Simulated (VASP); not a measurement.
# PtS2 (P1) in VASP: notebook, part 2 of 2

VASP 6.6.1.

**4. Single point, PBE (atom 2 (S) moved by (-0.100, +0.100) A along x and y)**

INCAR

```
PREC = Accurate ; ENCUT = 520
EDIFF = 1E-6 ; ISMEAR = 0
SIGMA = 0.05 ; LREAL = F
LASPH = T ; NELM = 100
ALGO = Normal ; ISIF = 2
LWAVE = F ; LCHARG = T
GGA = PE ; LELF = T
LVHAR = T ; NBANDS = 18
```

KPOINTS

```
Automatic mesh
0
Gamma
  12 12 8
```

POSCAR

```
PtS2
1.0
    3.5431994758      0.0000000000      0.0000000000
   -1.7715997379      3.0685007567      0.0000000000
    0.0000000000      0.0000000000      5.0388000000
Pt S
1 2
Direct
    0.0000000000      0.0000000000      0.0000000000
    0.3214048564      0.6992558716      0.2500000000
    0.6666666667      0.3333333333      0.7500000000
```

Potentials or basis: VASP PAW PBE potentials, release 64 (Pt, S).

Command:

```
cat potpaw_PBE.64/Pt/POTCAR potpaw_PBE.64/S/POTCAR > POTCAR
mpirun -np 1 vasp_std > vasp.out
```

OUTCAR:

```text
PREC = Accurate
   ENCUT = 520
   EDIFF = 1E-6
   ISMEAR = 0
   LREAL = F
   LASPH = T
   NELM = 100
   ISIF = 2
   GGA = PE

 ion  position               nearest neighbor table
   1  0.000  0.000  0.000-   2 2.29   3 2.40   3 2.40   3 2.40   2 2.44   2 2.49
   2  0.321  0.699  0.250-   1 2.29   1 2.44   1 2.49
   3  0.667  0.333  0.750-   1 2.40   1 2.40   1 2.40

  LATTYP: Found a hexagonal cell.
 ALAT       =     3.5431994758
 C/A-ratio  =     1.4221045229

  Lattice vectors:

 A1 = (   3.5431994758,   0.0000000000,   0.0000000000)
 A2 = (  -1.7715997379,   3.0685007567,   0.0000000000)
 A3 = (   0.0000000000,   0.0000000000,   5.0388000000)

Analysis of symmetry for initial positions (statically):
=====================================================================
 Subroutine PRICEL returns:
 Original cell was already a primitive cell.

 Routine SETGRP: Setting up the symmetry group for a
 hexagonal supercell.

 Subroutine GETGRP returns: Found  1 space group operations
 (whereof  1 operations were pure point group operations)
 out of a pool of 24 trial point group operations.

The static configuration has the point symmetry C_1 .

Analysis of symmetry for dynamics (positions and initial velocities):
=====================================================================
 Subroutine PRICEL returns:
 Original cell was already a primitive cell.

 Routine SETGRP: Setting up the symmetry group for a
 hexagonal supercell.

 Subroutine GETGRP returns: Found  1 space group operations
 (whereof  1 operations were pure point group operations)
 out of a pool of 24 trial point group operations.

The dynamic configuration has the point symmetry C_1 .

 Subroutine INISYM returns: Found  1 space group operations
 (whereof  1 operations are pure point group operations),
 and found     1 'primitive' translations

----------------------------------------------------------------------------------------

                                     Primitive cell

  volume of cell :      54.7834

  direct lattice vectors                    reciprocal lattice vectors
     3.543199476  0.000000000  0.000000000     0.282230794  0.162946025  0.000000000
    -1.771599738  3.068500757  0.000000000     0.000000000  0.325892049  0.000000000
     0.000000000  0.000000000  5.038800000     0.000000000  0.000000000  0.198459951

  length of vectors
     3.543199476  3.543199476  5.038800000     0.325892049  0.325892049  0.198459951

  position of ions in fractional coordinates (direct lattice)
     0.000000000  0.000000000  0.000000000
     0.321404856  0.699255872  0.250000000
     0.666666667  0.333333333  0.750000000

  ion indices of the primitive-cell ions
   primitive index   ion index
                 1           1
                 2           2
                 3           3

----------------------------------------------------------------------------------------

 KPOINTS: Automatic mesh

Automatic generation of k-mesh.
 Grid dimensions read from file:
 generate k-points for:   12   12    8

 Generating k-lattice:

  Cartesian coordinates                     Fractional coordinates (reciprocal lattice)
     0.023519233  0.013578835  0.000000000     0.083333333  0.000000000  0.000000000
     0.000000000  0.027157671  0.000000000     0.000000000  0.083333333  0.000000000
     0.000000000  0.000000000  0.024807494     0.000000000  0.000000000  0.125000000

  Length of vectors
     0.027157671  0.027157671  0.024807494

  Shift w.r.t. Gamma in fractional coordinates (k-lattice)
     0.000000000  0.000000000  0.000000000

 Subroutine IBZKPT returns following result:
 ===========================================

 Found    580 irreducible k-points:

 Following reciprocal coordinates:
            Coordinates               Weight
  0.000000  0.000000  0.000000      1.000000
  0.083333  0.000000  0.000000      2.000000
  0.000000  0.083333  0.000000      2.000000
 -0.083333  0.083333  0.000000      2.000000
  0.166667  0.000000  0.000000      2.000000
  0.000000  0.166667  0.000000      2.000000
[... 16 lines left out ...]
  0.166667  0.083333  0.000000      2.000000
 -0.083333  0.250000  0.000000      2.000000
 [... further k-points ...]
   k-points           NKPTS =    580   k-points in BZ     NKDIM =    580   number of bands    NBANDS=     18
   number of dos      NEDOS =    301   number of ions     NIONS =      3
   total plane-waves  NPLWV =  31360
   dimension x,y,z NGX =    28 NGY =   28 NGZ =   40
   dimension x,y,z NGXF=    56 NGYF=   56 NGZF=   80
   ions per type =               1   2
   NGX,Y,Z   is equivalent  to a cutoff of  13.14, 13.14, 13.20 a.u.
   NGXF,Y,Z  is equivalent  to a cutoff of  26.28, 26.28, 26.39 a.u.
 SYSTEM =  unknown system
   PREC   = accura    normal or accurate (medium, high low for compatibility)
   ISTART =      0    job   : 0-new  1-cont  2-samecut
   ICHARG =      2    charge: 1-file 2-atom 10-const
   ISPIN  =      1    spin polarized calculation?
   LNONCOLLINEAR =      F non collinear calculations
   LSORBIT =      F    spin-orbit coupling
   LASPH  =      T    aspherical Exc in radial PAW
   ENCUT  =  520.0 eV  38.22 Ry    6.18 a.u.   6.59  6.59  9.37*2*pi/ulx,y,z
   NELM   =    100;   NELMIN=  2; NELMDL= -5     # of ELM steps
   EDIFF  = 0.1E-05   stopping-criterion for ELM
   LREAL  =      F    real-space projection
[... 7 lines left out ...]
   TEBEG  =    0.0;   TEEND  =   0.0 temperature during run
   PSTRESS=    0.0 pullay stress
   NELECT =      22.0000    total number of electrons
   NUPDOWN=      -1.0000    fix difference up-down
   EMIN   =  10.00;   EMAX   =-10.00  energy-range for DOS
   EFERMI =   0.00;   METHOD = LEGACY
   ISMEAR =     0;   SIGMA  =   0.05  broadening in eV -4-tet -1-fermi 0-gaus
   EFERMI_NEDOS =   21; number of points for ismear=-14 and -15
   IALGO  =     38    algorithm
   IMIX   =      4    mixing-type and parameters
     AMIX     =   0.40;   BMIX     =  1.00
     AMIX_MAG =   1.60;   BMIX_MAG =  1.00
  volume/ion in A,a.u.               =      18.26       123.23
  Fermi-wavevector in a.u.,A,eV,Ry     =   1.207812  2.282434 19.848319  1.458810
  Thomas-Fermi vector in A             =   2.343439
   LORBIT       =      0    0 simple, 1 ext, 2 COOP (PROOUT), +10 PAW based schemes
   GGA     = PE    functional components
   LHFCALC =     F    Hartree Fock is set to
   AEXX    =    0.0000 exact exchange contribution
   IVDW    =     0    specifies the selected vdW correction
   LEPSILON=     F    determine dielectric tensor
   LRPA    =     F    only Hartree local field effects (RPA)
 non-spin polarized calculation
 Gauss-broadening in eV      SIGMA  =   0.05
  energy-cutoff  :      520.00
  volume of cell :       54.78
 maximum number of plane-waves:      1507
   NGX = 13   NGY = 13   NGZ = 19

 number of electron      22.0000001 magnetization

 Free energy of the ion-electron system (eV)
  ---------------------------------------------------
  ext. energy  EPLUGINS =         0.00000000
  ---------------------------------------------------
  free energy    TOTEN  =       -15.27107298 eV

  energy without entropy =      -15.27107298  energy(sigma->0) =      -15.27107298

 E-fermi :   7.0530     XC(G=0): -10.6918

 val. band max:        6.8480100117   @ k =   0.0000   0.0000   0.0000
 cond. band min:       7.2890014500   @ k =  -0.0833   0.3333   0.2500
 fundamental gap:      0.4409914382
 Fermi energy:         7.0529641925

 k-point     1 :       0.0000    0.0000    0.0000
  band No.  band energies     occupation
      1      -8.4121      2.00000
      2      -5.5873      2.00000
      3      -0.2377      2.00000
      4       0.3287      2.00000
      5       0.5065      2.00000
      6       2.9840      2.00000
[... 10 lines left out ...]
     17      15.1582      0.00000
     18      19.2586      0.00000

 k-point     2 :       0.0833    0.0000    0.0000
  band No.  band energies     occupation
      1      -8.3258      2.00000
      2      -5.6234      2.00000
      3      -0.1433      2.00000
      4       0.3798      2.00000
      5       0.5583      2.00000
      6       2.8294      2.00000
[... 10 lines left out ...]
     17      15.3184      0.00000
     18      18.1137      0.00000
[... 442 lines left out ...]
 k-point    24 :      -0.0833    0.2500    0.0000
  band No.  band energies     occupation
      1      -7.8419      2.00000
      2      -5.8089      2.00000
      3       0.3453      2.00000
      4       0.6515      2.00000
      5       0.8836      2.00000
      6       2.1694      2.00000
[... 10 lines left out ...]
     17      15.8659      0.00000
     18      16.3979      0.00000

 [... further k-points ...]

------------------------ aborting loop because EDIFF is reached ----------------------------------------

  FORCE on cell =-STRESS in cart. coord.  units (eV):
  Direction    XX          YY          ZZ          XY          YZ          ZX
  --------------------------------------------------------------------------------------
  -------------------------------------------------------------------------------------
  Total        1.7777192      0.7049810      0.3765780     -0.6379065     -1.0576105      1.2764086
  in kB       51.9905948     20.6176437     11.0132761    -18.6560055    -30.9305326     37.3294297
  external PRESSURE =      27.8738382 kB  Pullay stress =       0.0000000 kB

 VOLUME and BASIS-vectors are now :
 -----------------------------------------------------------------------------
  energy-cutoff  :      520.00
  volume of cell :       54.78
      direct lattice vectors                 reciprocal lattice vectors
     3.543199476  0.000000000  0.000000000     0.282230794  0.162946025  0.000000000
    -1.771599738  3.068500757  0.000000000     0.000000000  0.325892049  0.000000000
     0.000000000  0.000000000  5.038800000     0.000000000  0.000000000  0.198459951

 POSITION                                       TOTAL-FORCE (eV/Angst)
 -----------------------------------------------------------------------------------
      0.00000      0.00000      0.00000        -0.952047      0.810441     -0.190161
     -0.10000      2.14567      1.25970         1.036822     -0.879092     -0.144147
      1.77160      1.02283      3.77910        -0.084776      0.068651      0.334308
 -----------------------------------------------------------------------------------
    total drift:                                0.000012     -0.000030     -0.000008

  FREE ENERGIE OF THE ION-ELECTRON SYSTEM (eV)
  ---------------------------------------------------
  free  energy   TOTEN  =       -15.2710729830 eV

  energy  without entropy=      -15.2710729830  energy(sigma->0) =      -15.27107298
```

OSZICAR:

```text
N       E                     dE             d eps       ncg     rms          rms(c)
DAV:   1     0.110278224910E+03    0.11028E+03   -0.10408E+04 21240   0.109E+03
DAV:   2    -0.112294556614E+02   -0.12151E+03   -0.11746E+03 25472   0.219E+02
DAV:   3    -0.165307594622E+02   -0.53013E+01   -0.52564E+01 26582   0.463E+01
DAV:   4    -0.165858748434E+02   -0.55115E-01   -0.55085E-01 27480   0.522E+00
DAV:   5    -0.165867104088E+02   -0.83557E-03   -0.83550E-03 26932   0.628E-01    0.178E+01
DAV:   6    -0.155473242517E+02    0.10394E+01   -0.60446E+00 21754   0.243E+01    0.120E+01
DAV:   7    -0.152880805208E+02    0.25924E+00   -0.11984E+00 21580   0.112E+01    0.583E+00
DAV:   8    -0.152741945605E+02    0.13886E-01   -0.67512E-02 23388   0.177E+00    0.121E+00
DAV:   9    -0.152708277018E+02    0.33669E-02   -0.90304E-03 25146   0.999E-01    0.223E-01
DAV:  10    -0.152710172373E+02   -0.18954E-03   -0.14936E-03 26034   0.247E-01    0.928E-02
DAV:  11    -0.152710673590E+02   -0.50122E-04   -0.63364E-05 25526   0.611E-02    0.491E-02
DAV:  12    -0.152710713399E+02   -0.39809E-05   -0.96949E-06 25426   0.273E-02    0.108E-02
DAV:  13    -0.152710728132E+02   -0.14733E-05   -0.13773E-06 21014   0.842E-03    0.403E-03
DAV:  14    -0.152710729830E+02   -0.16978E-06   -0.10391E-07 13018   0.227E-03
   1 F= -.15271073E+02 E0= -.15271073E+02  d E =-.124576E-11
```

stdout:

```text
POSCAR found type information on POSCAR PtS
 POSCAR found :  2 types and       3 ions
 scaLAPACK will be used
 LDA part: xc-table for (Slater+PW92), standard interpolation
 POSCAR, INCAR and KPOINTS ok, starting setup
 FFT: planning ... GRIDC
 FFT: planning ... GRID_SOFT
 FFT: planning ... GRID
 WAVECAR not read
 entering main loop
```

It took 4.2 min on 1 thread of AMD EPYC 9R45 (Zen 5), shared host; peak memory 0.58 GiB.

Results:

* Free energy: -15.2711 eV
* Pressure: 2.8 GPa
* Largest force: 1.367 eV/Å
* Band gap on the k mesh: 0.44 eV (least direct gap 0.66 eV)

Forces in eV/Å, atoms in the order of the input:
```
Pt  -0.952  0.810 -0.190
S    1.037 -0.879 -0.144
S   -0.085  0.069  0.334
```

Stress tensor (GPa, compression positive):
```
 5.20 -1.87  3.73
-1.87  2.06 -3.09
 3.73 -3.09  1.10
```

Levels at points of the mesh, in eV from the valence-band top:
| k point | band 8 | band 9 | band 10 | band 11 | band 12 | band 13 | band 14 | band 15 |
| --- | --- | --- | --- | --- | --- | --- | --- | --- |
| (0.00, 0.00, 0.00) | -2.27 | -1.22 | -0.90 | 0.00 | 1.57 | 1.99 | 4.55 | 5.28 |
| (0.50, 0.00, 0.00) | -3.24 | -3.06 | -2.95 | -2.45 | 1.22 | 2.38 | 5.48 | 6.38 |
| (0.00, 0.50, 0.00) | -3.24 | -3.03 | -2.91 | -2.47 | 1.10 | 2.51 | 5.54 | 6.43 |
| (0.50, 0.50, 0.00) | -3.28 | -3.10 | -3.03 | -2.49 | 1.54 | 2.25 | 5.20 | 6.27 |
| (0.00, 0.00, 0.50) | -2.85 | -1.50 | -1.34 | -1.20 | 2.31 | 2.53 | 5.55 | 6.96 |
| (0.50, 0.00, 0.50) | -3.12 | -2.81 | -2.46 | -1.39 | 1.34 | 2.13 | 4.88 | 5.22 |
| (0.00, 0.50, 0.50) | -3.09 | -2.76 | -2.52 | -1.33 | 1.46 | 2.13 | 4.77 | 5.14 |
| (0.50, 0.50, 0.50) | -3.15 | -2.80 | -2.59 | -1.66 | 1.24 | 2.07 | 5.21 | 5.46 |

Caveat: the cell differs from its parent crystal (atom 2 (S) moved by (-0.100, +0.100) A along x and y); spin-orbit coupling is left out, which moves the levels of the heavy elements; forces of over 1 eV/Å act on the atoms, so gaps and moduli don't describe the material at rest.

**5. The runs side by side**

```tsv
cell	gap on the mesh (eV)	pressure (GPa)	largest force (eV/Å)
as given, atomic positions A	0.38	3.9	1.95
as given, atomic positions B	0.43	2.7	1.15
as given, atomic positions C	0.44	2.8	1.37
```

Alike in all rows: task single point; level PBE; potentials or basis VASP PAW PBE potentials, release 64 (Pt, S); no spin polarisation; k mesh 12 × 12 × 8; cutoff (eV) 520; smearing gaussian 0.05 eV.

Caveats: spin-orbit coupling is left out, which moves the levels of the heavy elements; forces of over 1 eV/Å act on the atoms, so gaps and moduli don't describe the material at rest; the cell stands under pressure (at least some runs).

Absolute energies hang on the potentials; compare differences alone.
